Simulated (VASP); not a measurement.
# V (P6_3/mmc) in VASP: further runs, part 2 of 2

VASP 6.6.1.

## 3. Relaxation of cell and atoms, PBEsol, target pressure 130 GPa, at which the enthalpy is minimised

This run uses another cell than the first one, of 9.27 Å³/atom, 1.018 times its volume.

Input file INCAR:

```
  ALGO = Normal
  EDIFF = 1E-6
  EDIFFG = -0.005
  ENCUT = 600
  GGA = PS
  IBRION = 2
  ISIF = 3
  ISMEAR = -1
  LASPH = True
  LCHARG = False
  LREAL = False
  LWAVE = False
  NELM = 80
  NSW = 32
  PREC = Accurate
  PSTRESS = 1300.0
  SIGMA = 0.05
```

Input file KPOINTS:

```
k-points
0
Gamma
  19 19 10
```

Input file POSCAR:

```
V
1.0
    2.2709466725      0.0000000000      0.0000000000
   -1.1354733363      1.9666975090      0.0000000000
    0.0000000000      0.0000000000      4.1510277386
V
2
Direct
    0.3333333333      0.6666666667      0.2500000000
    0.6666666667      0.3333333333      0.7500000000
```

Potentials or basis: VASP PAW PBE potentials, release 64 (V_sv).

Run with:

```bash
> cat potpaw_PBE.64/V_sv/POTCAR > POTCAR
> mpirun -np 1 vasp_std > vasp.out
```

Wall time 3.9 min (1 thread of AMD EPYC 7R43 (Zen 3), shared host); peak memory 0.17 GiB.

Results (log left out):

| Item | Value |
| --- | --- |
| Free energy | -16.2658 eV |
| Relaxed volume | 9.30 Å³/atom |
| Relaxed cell | a = 2.276 Å, b = 2.276 Å, c = 4.148 Å, α = 90.00°, β = 90.00°, γ = 120.00° |
| Space group after relaxing (to 0.05 Å) | P6_3/mmc (No. 194) |
| Energy change on relaxing (the enthalpy is what falls) | -27.3 meV/atom |
| Ionic steps | 8 |
| Pressure after relaxing | 130.1 GPa |
| Band gap on the k mesh | zero (band 13 reaches 17.90 eV, above the bottom of band 14 at 14.37 eV) |

The path:
```
step  energy change (eV)  largest force (eV/Å)  pressure (GPa)  volume (Å³)
   1              0.0000                0.0000          132.14        18.54
   2             -0.2643                0.0000          121.79        18.87
   3             -0.0593                0.0000          129.68        18.61
   4             -0.0550                0.0000          129.93        18.61
   5             -0.0562                0.0000          129.95        18.61
   6             -0.0577                0.0000          129.89        18.61
   7             -0.0540                0.0000          130.08        18.61
   8             -0.0547                0.0000          130.07        18.61
```

Final structure:
```
V
1.0
     2.27580    0.00000    0.00000
    -1.13790    1.97090    0.00000
     0.00000    0.00000    4.14820
V
2
Direct
  0.33333 0.66667 0.25000
  0.66667 0.33333 0.75000
```

Levels at points of the mesh, in eV from the Fermi level:
```csv
k point,band 11,band 12,band 13,band 14,band 15,band 16
"(0.00, 0.00, 0.00)",-1.38,0.15,0.15,0.70,0.70,1.09
"(0.00, 0.00, 0.50)",-1.72,-1.72,0.22,0.22,0.22,0.22
```

Caveat: the cell is relaxed towards a set pressure, so the enthalpy falls and the energy may rise; the PAW data sets were made with another functional, which shifts forces and pressure a little.

## 4. Single point, PBEsol

This run uses another cell than the first one, of 9.27 Å³/atom, 1.018 times its volume.

Input file INCAR:

```
SYSTEM = V
PREC = Accurate ; ENCUT = 520
EDIFF = 1E-6 ; ISMEAR = -1
SIGMA = 0.05 ; LREAL = .FALSE.
LASPH = .TRUE. ; NELM = 100
ALGO = Normal ; ISIF = 2
LWAVE = .FALSE. ; LCHARG = .FALSE.
GGA = PS ; NBANDS = 20
```

Input file KPOINTS:

```
regular mesh
0
G
  19 19 10
  0 0 0
```

Input file POSCAR:

```
V
1.0
    2.2709466725      0.0000000000      0.0000000000
   -1.1354733363      1.9666975091      0.0000000000
    0.0000000000      0.0000000000      4.1510277386
V
2
Direct
    0.3333333333      0.6666666667      0.2500000000
    0.6666666667      0.3333333333      0.7500000000
```

Potentials or basis: VASP PAW PBE potentials, release 64 (V_sv).

Run with:

```bash
> cat potpaw_PBE.64/V_sv/POTCAR > POTCAR
> mpirun -np 1 vasp_std > vasp.out
```

OUTCAR:

```text
SYSTEM = V
   PREC = Accurate
   ENCUT = 520
   EDIFF = 1E-6
   ISMEAR = -1
   LREAL = .FALSE.
   LASPH = .TRUE.
   NELM = 100
   ISIF = 2
   GGA = PS

 ion  position               nearest neighbor table
   1  0.333  0.667  0.250-   2 2.45   2 2.45   2 2.45   2 2.45   2 2.45   2 2.45
   2  0.667  0.333  0.750-   1 2.45   1 2.45   1 2.45   1 2.45   1 2.45   1 2.45

  LATTYP: Found a hexagonal cell.
 ALAT       =     2.2709466725
 C/A-ratio  =     1.8278842867

  Lattice vectors:
[... 741 lines left out ...]

------------------------ aborting loop because EDIFF is reached ----------------------------------------

  FORCE on cell =-STRESS in cart. coord.  units (eV):
  Direction    XX          YY          ZZ          XY          YZ          ZX
  --------------------------------------------------------------------------------------
  -------------------------------------------------------------------------------------
  Total       15.3520991     15.3520991     15.1970937     -0.0000000      0.0000000      0.0000000
  in kB     1326.7167420   1326.7167421   1313.3212884     -0.0000000      0.0000000      0.0000000
  external PRESSURE =    1322.2515909 kB  Pullay stress =       0.0000000 kB

 VOLUME and BASIS-vectors are now :
 -----------------------------------------------------------------------------
  energy-cutoff  :      520.00
  volume of cell :       18.54
      direct lattice vectors                 reciprocal lattice vectors
     2.270946673  0.000000000  0.000000000     0.440344994  0.254233301  0.000000000
    -1.135473336  1.966697509  0.000000000     0.000000000  0.508466602  0.000000000
     0.000000000  0.000000000  4.151027739     0.000000000  0.000000000  0.240904196

 POSITION                                       TOTAL-FORCE (eV/Angst)
 -----------------------------------------------------------------------------------
     -0.00000      1.31113      1.03776        -0.000000     -0.000000      0.000000
      1.13547      0.65557      3.11327         0.000000      0.000000      0.000000
 -----------------------------------------------------------------------------------
    total drift:                               -0.000000      0.000000     -0.000000

  FREE ENERGIE OF THE ION-ELECTRON SYSTEM (eV)
  ---------------------------------------------------
  free  energy   TOTEN  =       -16.2105807443 eV

  energy  without entropy=      -16.1931531000  energy(sigma->0) =      -16.20186692
```

OSZICAR:

```text
N       E                     dE             d eps       ncg     rms          rms(c)
DAV:   1     0.312848758002E+03    0.31285E+03   -0.16125E+04  9688   0.164E+03
DAV:   2    -0.885477330998E+01   -0.32170E+03   -0.31453E+03 10052   0.506E+02
DAV:   3    -0.176236631714E+02   -0.87689E+01   -0.86675E+01  9936   0.101E+02
DAV:   4    -0.176905157450E+02   -0.66853E-01   -0.66838E-01  9796   0.927E+00
DAV:   5    -0.176915061787E+02   -0.99043E-03   -0.99043E-03  9916   0.103E+00    0.471E+01
DAV:   6    -0.163231018674E+02    0.13684E+01   -0.37891E+00  9716   0.230E+01    0.165E+01
DAV:   7    -0.162217918079E+02    0.10131E+00   -0.36357E-01  9868   0.623E+00    0.340E+00
DAV:   8    -0.162109734360E+02    0.10818E-01   -0.43769E-02  9684   0.281E+00    0.115E-01
DAV:   9    -0.162105672933E+02    0.40614E-03   -0.16775E-03  9744   0.549E-01    0.495E-02
DAV:  10    -0.162105858401E+02   -0.18547E-04   -0.52626E-05 10444   0.976E-02    0.299E-02
DAV:  11    -0.162105824362E+02    0.34039E-05   -0.14021E-05  9768   0.433E-02    0.159E-02
DAV:  12    -0.162105806879E+02    0.17483E-05   -0.19769E-06  6608   0.178E-02    0.149E-03
DAV:  13    -0.162105807443E+02   -0.56357E-07   -0.70409E-08  4856   0.344E-03
   1 F= -.16210581E+02 E0= -.16201867E+02  d E =-.174276E-01
```

Run time: 76 s. Hardware: 1 thread of Intel Xeon Platinum 8488C (Sapphire Rapids), shared host; peak memory 0.18 GiB.

What came out:

```
Free energy            : -16.2106 eV
Pressure               : 132.2 GPa
Band gap on the k mesh : zero (band 13 reaches 17.98 eV, above the bottom of band 14 at 14.42 eV)
```

Stress tensor (GPa, compression positive):
```
132.67   0.00   0.00
  0.00 132.67   0.00
  0.00   0.00 131.33
```

Caveat: the PAW data sets were made with another functional, which shifts forces and pressure a little.

## 5. Single point, PBEsol

This run uses another cell than the first one, of 9.27 Å³/atom, 1.018 times its volume.

Input file INCAR:

```
SYSTEM = V
PREC = Accurate
ENCUT = 520
EDIFF = 1E-7
ISMEAR = -1
SIGMA = 0.05
LREAL = .False.
LASPH = .True.
NELM = 80
ALGO = Normal
ISIF = 2
LWAVE = .False.
LCHARG = .True.
GGA = PS
LELF = .True.
LVHAR = .True.
NBANDS = 20
```

Input file KPOINTS:

```
Automatic mesh
0
Gamma
  19 19 10
  0 0 0
```

Input file POSCAR:

```
V
1.0
    2.2708461732      0.0000000000      0.0000000000
   -1.1354230866      1.9666104740      0.0000000000
    0.0000000000      0.0000000000      4.1512493791
V
2
Direct
    0.3333333333      0.6666666667      0.2500000000
    0.6666666667      0.3333333333      0.7500000000
```

Run with:

```bash
> cat potpaw_PBE.64/V_sv/POTCAR > POTCAR
> mpirun -np 1 vasp_std > vasp.out
```

It took 78 s on 1 thread of Intel Xeon Platinum 8488C (Sapphire Rapids), shared host; peak memory 0.19 GiB.

Results (log left out):

* Free energy: -16.2100 eV
* Pressure: 132.2 GPa
* Band gap on the k mesh: zero (band 13 reaches 17.98 eV, above the bottom of band 14 at 14.42 eV)

Stress tensor (GPa, compression positive):
```
132.71   0.00   0.00
  0.00 132.71   0.00
  0.00   0.00 131.32
```

Levels at points of the mesh, in eV from the Fermi level:
| k point | band 9 | band 10 | band 11 | band 12 | band 13 | band 14 | band 15 | band 16 | band 17 | band 18 |
| --- | --- | --- | --- | --- | --- | --- | --- | --- | --- | --- |
| (0.00, 0.00, 0.00) | -7.39 | -4.54 | -1.42 | 0.15 | 0.15 | 0.70 | 0.70 | 1.07 | 2.76 | 2.76 |
| (0.00, 0.00, 0.50) | -5.04 | -5.04 | -1.76 | -1.76 | 0.22 | 0.22 | 0.22 | 0.22 | 3.93 | 3.93 |

Caveat: the PAW data sets were made with another functional, which shifts forces and pressure a little.

## 6. The runs side by side

```csv
task,cell,cutoff (eV),gap on the mesh (eV),pressure (GPa)
relaxation of cell and atoms,"relaxed to 130 GPa from a = 2.350, b = 2.350, c = 3.807 Å, angles 90.0, 90.0, 120.0°, 2 atoms",600,none,130.0
relaxation of cell and atoms,"relaxed to 130 GPa from a = 2.271, b = 2.271, c = 4.151 Å, angles 90.0, 90.0, 120.0°, 2 atoms",600,none,130.1
single point,"a = 2.271, b = 2.271, c = 4.151 Å, angles 90.0, 90.0, 120.0°, 2 atoms",520,none,132.2
```

Alike in all rows: level PBEsol; potentials or basis VASP PAW PBE potentials, release 64 (V_sv); no spin polarisation; k mesh 19 × 19 × 10; smearing fermi-dirac 0.05 eV.

Caveats: the PAW data sets were made with another functional, which shifts forces and pressure a little; the cell is relaxed towards a set pressure, so the enthalpy falls and the energy may rise (some runs).

Total energies depend on the potentials used, so only differences within one code and one set of settings carry meaning.
